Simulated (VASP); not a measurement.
# Si (Fd-3m) in VASP: single point with PBE

Aim: the single point of Si with PBE.

All numbers are computed with VASP 6.6.1; they aren't measurements. Logs are shortened: lines on timing, memory, paths and dates and some standing lists are left out, and cuts for length are marked.

## 1. The cell of the first run

The structure is cubic, space group Fd-3m (No. 227). The conventional cell has a = 5.470 Å, b = 5.470 Å, c = 5.470 Å, α = 90.00°, β = 90.00°, γ = 90.00°. Within 3.1 Å of Si (site symmetry -43m) lie 4 Si at 2.37 Å.

## 2. Single point, PBE

File INCAR:

```
SYSTEM = Si
ALGO     = Normal         ! electronic algorithm
EDIFF    = 1E-6           ! SCF threshold, eV
ENCUT    = 500            ! plane-wave cutoff, eV
GGA      = PE             ! functional
GGA_COMPAT= .False.      
ISIF     = 2              ! what is computed and relaxed
ISMEAR   = -1             ! smearing method
ISYM     = 0            
LASPH    = .True.         ! aspherical terms in the spheres
LCHARG   = .True.         ! write CHGCAR
LELF     = .True.         ! ELF
LREAL    = .False.        ! projectors in reciprocal space
LVHAR    = .True.       
LWAVE    = .False.        ! write WAVECAR
NBANDS   = 11             ! bands
NELM     = 120            ! most SCF steps
PREC     = Accurate       ! precision mode
SIGMA    = 0.01           ! smearing width, eV
```

File KPOINTS:

```
Automatic mesh
0
Gamma
  4 4 4
  0.25 0.25 0.25
```

File POSCAR:

```
Si
1.0
    0.0000000000      2.7348634850      2.7348634850
    2.7348634850      0.0000000000      2.7348634850
    2.7348634850      2.7348634850      0.0000000000
Si
2
Direct
    0.7500000000      0.7500000000      0.7500000000
    0.5000000000      0.5000000000      0.5000000000
```

Potentials or basis: VASP PAW PBE potentials, release 64 (Si).

Launch:

```console
$ cat potpaw_PBE.64/Si/POTCAR > POTCAR
$ mpirun -np 1 vasp_std > vasp.out
```

OUTCAR:

```text
SYSTEM = Si
   EDIFF = 1E-6
   ENCUT = 500
   GGA = PE
   ISIF = 2
   ISMEAR = -1
   ISYM = 0
   LASPH = .True.
   LREAL = .False.
   NELM = 120
   PREC = Accurate

 ion  position               nearest neighbor table
   1  0.750  0.750  0.750-   2 2.37   2 2.37   2 2.37   2 2.37
   2  0.500  0.500  0.500-   1 2.37   1 2.37   1 2.37   1 2.37

IMPORTANT INFORMATION: All symmetrisations will be switched off!
NOSYMM: (Re-)initialisation of all symmetry stuff for point group C_1.

----------------------------------------------------------------------------------------

                                     Primitive cell

  volume of cell :      40.9107

  direct lattice vectors                    reciprocal lattice vectors
     0.000000000  2.734863485  2.734863485    -0.182824482  0.182824482  0.182824482
     2.734863485  0.000000000  2.734863485     0.182824482 -0.182824482  0.182824482
     2.734863485  2.734863485  0.000000000     0.182824482  0.182824482 -0.182824482

  length of vectors
     3.867681032  3.867681032  3.867681032     0.316661292  0.316661292  0.316661292

  position of ions in fractional coordinates (direct lattice)
     0.750000000  0.750000000  0.750000000
     0.500000000  0.500000000  0.500000000

  ion indices of the primitive-cell ions
   primitive index   ion index
                 1           1
                 2           2

----------------------------------------------------------------------------------------

 KPOINTS: Automatic mesh

Automatic generation of k-mesh.
 Grid dimensions read from file:
 generate k-points for:    4    4    4

 Generating k-lattice:

  Cartesian coordinates                     Fractional coordinates (reciprocal lattice)
    -0.045706121  0.045706121  0.045706121     0.250000000  0.000000000  0.000000000
     0.045706121 -0.045706121  0.045706121     0.000000000  0.250000000  0.000000000
     0.045706121  0.045706121 -0.045706121     0.000000000  0.000000000  0.250000000

  Length of vectors
     0.079165323  0.079165323  0.079165323

  Shift w.r.t. Gamma in fractional coordinates (k-lattice)
     0.250000000  0.250000000  0.250000000

 Subroutine IBZKPT returns following result:
 ===========================================

 Found    256 irreducible k-points:

 Following reciprocal coordinates:
[... 48 lines left out ...]
   IBRION =     -1    ionic relax: 0-MD 1-quasi-New 2-CG
   NFREE  =      0    steps in history (QN), initial steepest desc. (CG)
   ISIF   =      2    stress and relaxation
   ISYM   =      0    0-nonsym 1-usesym 2-fastsym
   POTIM  = 0.5000    time-step for ionic-motion
   TEBEG  =    0.0;   TEEND  =   0.0 temperature during run
   PSTRESS=    0.0 pullay stress
   NELECT =       8.0000    total number of electrons
   NUPDOWN=      -1.0000    fix difference up-down
   EMIN   =  10.00;   EMAX   =-10.00  energy-range for DOS
   EFERMI =   0.00;   METHOD = LEGACY
   ISMEAR =    -1;   SIGMA  =   0.01  broadening in eV -4-tet -1-fermi 0-gaus
   EFERMI_NEDOS =   21; number of points for ismear=-14 and -15
   IALGO  =     38    algorithm
   IMIX   =      4    mixing-type and parameters
     AMIX     =   0.40;   BMIX     =  1.00
     AMIX_MAG =   1.60;   BMIX_MAG =  1.00
  volume/ion in A,a.u.               =      20.46       138.04
  Fermi-wavevector in a.u.,A,eV,Ry     =   0.950224  1.795662 12.285041  0.902925
  Thomas-Fermi vector in A             =   2.078580
   LORBIT       =      0    0 simple, 1 ext, 2 COOP (PROOUT), +10 PAW based schemes
   GGA     = PE    functional components
   LHFCALC =     F    Hartree Fock is set to
   AEXX    =    0.0000 exact exchange contribution
   IVDW    =     0    specifies the selected vdW correction
   LEPSILON=     F    determine dielectric tensor
   LRPA    =     F    only Hartree local field effects (RPA)
 non-spin polarized calculation
  energy-cutoff  :      500.00
  volume of cell :       40.91
 maximum number of plane-waves:      1047
   NGX = 15   NGY = 15   NGZ = 15

 number of electron       8.0000000 magnetization

 Free energy of the ion-electron system (eV)
  ---------------------------------------------------
  ext. energy  EPLUGINS =         0.00000000
  ---------------------------------------------------
  free energy    TOTEN  =       -10.76192352 eV

  energy without entropy =      -10.76192352  energy(sigma->0) =      -10.76192352

 E-fermi :   5.7801     XC(G=0):  -9.3134

 val. band max:        5.5475500221   @ k =   0.0000   0.0000  -0.0625
 cond. band min:       6.3942023211   @ k =  -0.4375   0.0625  -0.4375
 fundamental gap:      0.8466522990
 Fermi energy:         5.7800823118

 k-point     1 :       0.0625    0.0625    0.0625
  band No.  band energies     occupation
      1      -6.1342      2.00000
      2       5.0983      2.00000
      3       5.5475      2.00000
      4       5.5475      2.00000
      5       8.2193      0.00000
      6       8.3002      0.00000
      7       8.3002      0.00000
      8       9.1654      0.00000
      9      13.1670      0.00000
     10      13.1670      0.00000
     11      13.7236      0.00000
[... 309 lines left out ...]
 k-point    24 :       0.5000    0.0000   -0.0625
  band No.  band energies     occupation
      1      -3.8848      2.00000
      2      -1.1840      2.00000
      3       4.0945      2.00000
      4       4.3500      2.00000
      5       7.4338      0.00000
      6       8.9004      0.00000
      7       9.1691      0.00000
      8      13.4806      0.00000
      9      14.9576      0.00000
     10      16.0857      0.00000
     11      16.8647      0.00000

 [... further k-points ...]

------------------------ aborting loop because EDIFF is reached ----------------------------------------

  FORCE on cell =-STRESS in cart. coord.  units (eV):
  Direction    XX          YY          ZZ          XY          YZ          ZX
  --------------------------------------------------------------------------------------
  -------------------------------------------------------------------------------------
  Total        0.0617382      0.0617386      0.0617376      0.0000013      0.0000008      0.0000087
  in kB        2.4178417      2.4178574      2.4178173      0.0000498      0.0000302      0.0003389
  external PRESSURE =       2.4178388 kB  Pullay stress =       0.0000000 kB

 VOLUME and BASIS-vectors are now :
 -----------------------------------------------------------------------------
  energy-cutoff  :      500.00
  volume of cell :       40.91
      direct lattice vectors                 reciprocal lattice vectors
     0.000000000  2.734863485  2.734863485    -0.182824482  0.182824482  0.182824482
     2.734863485  0.000000000  2.734863485     0.182824482 -0.182824482  0.182824482
     2.734863485  2.734863485  0.000000000     0.182824482  0.182824482 -0.182824482

 POSITION                                       TOTAL-FORCE (eV/Angst)
 -----------------------------------------------------------------------------------
      4.10230      4.10230      4.10230        -0.000000     -0.000000     -0.000000
      2.73486      2.73486      2.73486         0.000000      0.000000      0.000000
 -----------------------------------------------------------------------------------
    total drift:                               -0.000000      0.000000      0.000000

  FREE ENERGIE OF THE ION-ELECTRON SYSTEM (eV)
  ---------------------------------------------------
  free  energy   TOTEN  =       -10.7619235188 eV

  energy  without entropy=      -10.7619235188  energy(sigma->0) =      -10.76192352
```

Run time: 2.3 min. Hardware: 1 thread of AMD EPYC 7R13, shared host; peak memory 0.18 GiB.

What came out:

```yaml
Free_energy: -10.7619 eV
Pressure: 0.2 GPa
Band_gap_on_the_k_mesh: 0.85 eV, indirect (least direct gap 2.65 eV)
```
